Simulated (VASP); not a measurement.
# MgO in VASP: settings compared, part 2 of 2

VASP 6.6.1. Earlier steps stand in the parts before.

## 5. Single point, r2SCAN (strain +2.5%)

POSCAR reads:

```
MgO
1.0
    3.3704226164      0.0000000001      0.0000000000
   -1.6852113083      2.9188716073      0.0000000000
    0.0000000000      0.0000000000      5.1602255714
Mg O
2 2
Direct
    0.3333333333      0.6666666667     -0.0089108208
    0.6666666667      0.3333333333      0.4910891792
    0.3333333333      0.6666666667      0.3839108208
    0.6666666667      0.3333333333      0.8839108208
```

INCAR.step1 reads:

```
SYSTEM = MgO
PREC = Accurate ; ENCUT = 520
ISMEAR = 0 ; SIGMA = 0.01
LREAL = .FALSE. ; LASPH = .TRUE.
NELM = 80 ; NBANDS = 16
GGA = PE ; ALGO = Normal
EDIFF = 1E-4 ; LWAVE = .TRUE.
LCHARG = .FALSE.
```

INCAR.step2 reads:

```
SYSTEM = MgO
PREC = Accurate ; ENCUT = 520
EDIFF = 1E-6 ; ISMEAR = 0
SIGMA = 0.01 ; LREAL = .FALSE.
LASPH = .TRUE. ; NELM = 80
ALGO = Normal ; ISIF = 2
LWAVE = .FALSE. ; LCHARG = .FALSE.
METAGGA = R2SCAN ; LMIXTAU = .TRUE.
NBANDS = 16 ; ISTART = 1
```

KPOINTS reads:

```
Automatic mesh
0
G
  12 12 6
  0 0 0
```

Started as:

```console
$ cat potpaw_PBE.64/Mg/POTCAR potpaw_PBE.64/O/POTCAR > POTCAR
$ cp INCAR.step1 INCAR
$ mpirun -np 1 vasp_std > vasp.out
$ cp INCAR.step2 INCAR
$ mpirun -np 1 vasp_std > vasp.out
```

Wall time 87 s (1 thread of Intel Xeon 6975P-C (Granite Rapids), shared host); peak memory 0.21 GiB.

Results (log left out):

* Free energy: -31.7489 eV
* Pressure: -8.7 GPa
* Band gap on the k mesh: 3.81 eV, direct

Forces in eV/Å, atoms in the order of the input:
```
Mg   0.000  0.000  0.002
Mg   0.000  0.000  0.002
O    0.000  0.000 -0.002
O    0.000  0.000 -0.002
```

Stress tensor (GPa, compression positive):
```
-9.25  0.00  0.00
 0.00 -9.25  0.00
 0.00  0.00 -7.45
```

Levels at points of the mesh, in eV from the valence-band top:
```
           k point  band 5  band 6  band 7  band 8  band 9  band 10  band 11  band 12
(0.00, 0.00, 0.00)   -0.63   -0.33   -0.33    0.00    3.81     8.87    10.57    14.68
(0.50, 0.00, 0.00)   -1.59   -1.14   -0.73   -0.44    8.25     8.49     9.60    11.21
(0.00, 0.00, 0.50)   -0.48   -0.48   -0.48   -0.48    6.24     6.24    13.53    13.53
(0.50, 0.00, 0.50)   -0.81   -0.81   -0.65   -0.65    7.83     7.83    11.20    11.20
```

Caveat: the cell differs from its parent crystal (strain +2.5%); the PAW data sets were made with another functional, which shifts forces and pressure a little. A k mesh can miss the band edges.

## 6. Single point, PBE (uniaxial x strain -2.0%)

INCAR reads:

```
PREC = Accurate
ENCUT = 520
EDIFF = 1E-6
ISMEAR = -1
SIGMA = 0.02
LREAL = F
LASPH = T
NELM = 100
ALGO = Normal
ISIF = 2
LWAVE = F
LCHARG = F
GGA = PE
NBANDS = 16
```

KPOINTS reads:

```
Automatic mesh
0
Gamma
  12 12 6
```

POSCAR reads:

```
MgO
1.0
    3.2224528430      0.0000000001      0.0000000000
   -1.6112264216      2.8476796169      0.0000000000
    0.0000000000      0.0000000000      5.0343664111
Mg O
2 2
Direct
    0.3346460202      0.6692920404     -0.0086419941
    0.6653539798      0.3307079596      0.4913580059
    0.3349960310      0.6699920620      0.3836419941
    0.6650039690      0.3300079380      0.8836419941
```

Potentials or basis: VASP PAW PBE potentials, release 64 (Mg, O).

Started as:

```console
$ cat potpaw_PBE.64/Mg/POTCAR potpaw_PBE.64/O/POTCAR > POTCAR
$ mpirun -np 1 vasp_std > vasp.out
```

OUTCAR:

```text
PREC = Accurate
   ENCUT = 520
   EDIFF = 1E-6
   ISMEAR = -1
   LREAL = F
   LASPH = T
   NELM = 100
   ISIF = 2
   GGA = PE

 ion  position               nearest neighbor table
   1  0.335  0.669  0.991-   4 1.96   4 1.96   4 1.96   3 1.97   2 3.14   2 3.14   2 3.14   2 3.14
                             2 3.14   2 3.14
   2  0.665  0.331  0.491-   3 1.96   3 1.96   3 1.96   4 1.97   1 3.14   1 3.14   1 3.14   1 3.14
                             1 3.14   1 3.14
   3  0.335  0.670  0.384-   2 1.96   2 1.96   2 1.96   1 1.97
   4  0.665  0.330  0.884-   1 1.96   1 1.96   1 1.96   2 1.97

  LATTYP: Found a base centered orthorhombic cell.
 ALAT       =     3.2224528430
 B/A-ratio  =     1.7673987833
 C/A-ratio  =     1.5622777606

  Lattice vectors:

 A1 = (   1.6112264216,  -2.8476796169,   0.0000000000)
 A2 = (   1.6112264214,   2.8476796170,   0.0000000000)
 A3 = (   0.0000000000,   0.0000000000,   5.0343664111)

Analysis of symmetry for initial positions (statically):
=====================================================================
 Subroutine PRICEL returns:
 Original cell was already a primitive cell.

[... 177 lines left out ...]
 cond. band min:       4.8592394892   @ k =   0.0000   0.0000   0.0000
 fundamental gap:      3.6859766659
 Fermi energy:         1.5927595499

 k-point     1 :       0.0000    0.0000    0.0000
  band No.  band energies     occupation
      1     -15.0696      2.00000
      2     -14.2665      2.00000
      3      -2.1191      2.00000
      4       0.4969      2.00000
      5       0.6031      2.00000
      6       0.8097      2.00000
[... 433 lines left out ...]
      3      -1.7397      2.00000
      4      -0.8676      2.00000
      5      -0.4545      2.00000
      6      -0.2918      2.00000
[... 8 lines left out ...]
     15      15.3668      0.00000
     16      17.4987      0.00000

 [... further k-points ...]

------------------------ aborting loop because EDIFF is reached ----------------------------------------

  FORCE on cell =-STRESS in cart. coord.  units (eV):
  Direction    XX          YY          ZZ          XY          YZ          ZX
  --------------------------------------------------------------------------------------
  -------------------------------------------------------------------------------------
  Total        2.2525487      1.6903095      1.6141104      0.0000000     -0.0000000      0.0000000
  in kB       78.1200022     58.6211433     55.9785062      0.0000000     -0.0000000      0.0000000
  external PRESSURE =      64.2398839 kB  Pullay stress =       0.0000000 kB

 VOLUME and BASIS-vectors are now :
 -----------------------------------------------------------------------------
  energy-cutoff  :      520.00
  volume of cell :       46.20
      direct lattice vectors                 reciprocal lattice vectors
     3.222452843  0.000000000  0.000000000     0.310322617  0.175581550  0.000000000
    -1.611226422  2.847679617  0.000000000    -0.000000000  0.351163099  0.000000000
     0.000000000  0.000000000  5.034366411     0.000000000  0.000000000  0.198634727

 POSITION                                       TOTAL-FORCE (eV/Angst)
 -----------------------------------------------------------------------------------
     -0.00000      1.90593      4.99086        -0.000000      0.004270     -0.009994
      1.61123      0.94175      2.47368         0.000000     -0.004270     -0.009994
     -0.00000      1.90792      1.93139        -0.000000      0.008201      0.009994
      1.61123      0.93976      4.44858         0.000000     -0.008201      0.009994
 -----------------------------------------------------------------------------------
    total drift:                               -0.000000     -0.000000      0.001145

  FREE ENERGIE OF THE ION-ELECTRON SYSTEM (eV)
  ---------------------------------------------------
  free  energy   TOTEN  =       -23.4841989871 eV

  energy  without entropy=      -23.4841989871  energy(sigma->0) =      -23.48419899
```

OSZICAR:

```text
N       E                     dE             d eps       ncg     rms          rms(c)
DAV:   1     0.600496682054E+02    0.60050E+02   -0.75030E+03  5528   0.882E+02
DAV:   2    -0.239197560668E+02   -0.83969E+02   -0.77827E+02  7536   0.197E+02
DAV:   3    -0.277829574558E+02   -0.38632E+01   -0.38557E+01  6296   0.435E+01
DAV:   4    -0.277984811526E+02   -0.15524E-01   -0.15523E-01  6664   0.325E+00
DAV:   5    -0.277985581055E+02   -0.76953E-04   -0.76953E-04  6376   0.217E-01    0.118E+01
DAV:   6    -0.235319144527E+02    0.42666E+01   -0.12178E+01  5504   0.263E+01    0.379E+00
DAV:   7    -0.234898363553E+02    0.42078E-01   -0.15823E-01  5584   0.318E+00    0.220E+00
DAV:   8    -0.234858022693E+02    0.40341E-02   -0.90859E-02  5768   0.332E+00    0.493E-01
DAV:   9    -0.234834878791E+02    0.23144E-02   -0.28929E-03  6992   0.494E-01    0.178E-01
DAV:  10    -0.234841785039E+02   -0.69062E-03   -0.15930E-03  5584   0.262E-01    0.310E-02
DAV:  11    -0.234841985122E+02   -0.20008E-04   -0.13876E-05  6536   0.277E-02    0.191E-02
DAV:  12    -0.234841989871E+02   -0.47490E-06   -0.83141E-06  5560   0.250E-02
   1 F= -.23484199E+02 E0= -.23484199E+02  d E =-.287036E-11
```

Wall time 28 s (1 thread of Intel Xeon 6975P-C (Granite Rapids), shared host); peak memory 0.24 GiB.

Results:

```
Free energy            : -23.4842 eV
Pressure               : 6.4 GPa
Largest force          : 0.013 eV/Å
Band gap on the k mesh : 3.69 eV, direct
```

Forces in eV/Å, atoms in the order of the input:
```
Mg   0.000  0.004 -0.010
Mg   0.000 -0.004 -0.010
O    0.000  0.008  0.010
O    0.000 -0.008  0.010
```

Levels at points of the mesh, in eV from the valence-band top:
| k point | band 4 | band 5 | band 6 | band 7 | band 8 | band 9 | band 10 | band 11 | band 12 | band 13 |
| --- | --- | --- | --- | --- | --- | --- | --- | --- | --- | --- |
| (0.00, 0.00, 0.00) | -0.68 | -0.57 | -0.36 | -0.28 | 0.00 | 3.69 | 8.74 | 10.44 | 14.35 | 14.80 |
| (0.50, 0.00, 0.00) | -2.18 | -1.69 | -1.21 | -0.77 | -0.47 | 8.01 | 8.15 | 9.47 | 10.95 | 13.24 |
| (0.00, 0.50, 0.00) | -2.23 | -1.72 | -1.07 | -0.80 | -0.37 | 8.02 | 8.19 | 9.49 | 10.93 | 13.13 |
| (0.00, 0.00, 0.50) | -2.01 | -0.52 | -0.52 | -0.43 | -0.43 | 6.17 | 6.17 | 13.32 | 13.32 | 14.90 |
| (0.50, 0.00, 0.50) | -3.08 | -0.86 | -0.86 | -0.69 | -0.69 | 7.54 | 7.54 | 11.08 | 11.08 | 13.91 |
| (0.00, 0.50, 0.50) | -3.14 | -0.74 | -0.74 | -0.69 | -0.69 | 7.52 | 7.52 | 11.01 | 11.01 | 13.92 |

Caveat: the cell differs from its parent crystal (uniaxial x strain -2.0%). A k mesh can miss the band edges.

## 7. The runs side by side

```tsv
level	cell	smearing	gap on the mesh (eV)	pressure (GPa)	largest force (eV/Å)
PBE	a = 3.288, b = 3.288, c = 5.236 Å, angles 90.0, 90.0, 120.0°, 4 atoms	fermi-dirac 0.02 eV	3.47	-0.7	-
PBE	a = 3.370, b = 3.370, c = 5.160 Å, angles 90.0, 90.0, 120.0°, 4 atoms	fermi-dirac 0.02 eV	3.16	-4.8	0.02
r2SCAN	a = 3.288, b = 3.288, c = 5.236 Å, angles 90.0, 90.0, 120.0°, 4 atoms	gaussian 0.01 eV	4.13	-4.7	-
r2SCAN	a = 3.370, b = 3.370, c = 5.160 Å, angles 90.0, 90.0, 120.0°, 4 atoms	gaussian 0.01 eV	3.81	-8.7	-
PBE	a = 3.222, b = 3.272, c = 5.034 Å, angles 90.0, 90.0, 119.5°, 4 atoms	fermi-dirac 0.02 eV	3.69	6.4	0.01
```

Alike in all rows: task single point; potentials or basis VASP PAW PBE potentials, release 64 (Mg, O); no spin polarisation; k mesh 12 × 12 × 6; cutoff (eV) 520.

Caveats: the PAW data sets were made with another functional, which shifts forces and pressure a little (some runs).

Total energies depend on the potentials used, so only differences within one code and one set of settings carry meaning.
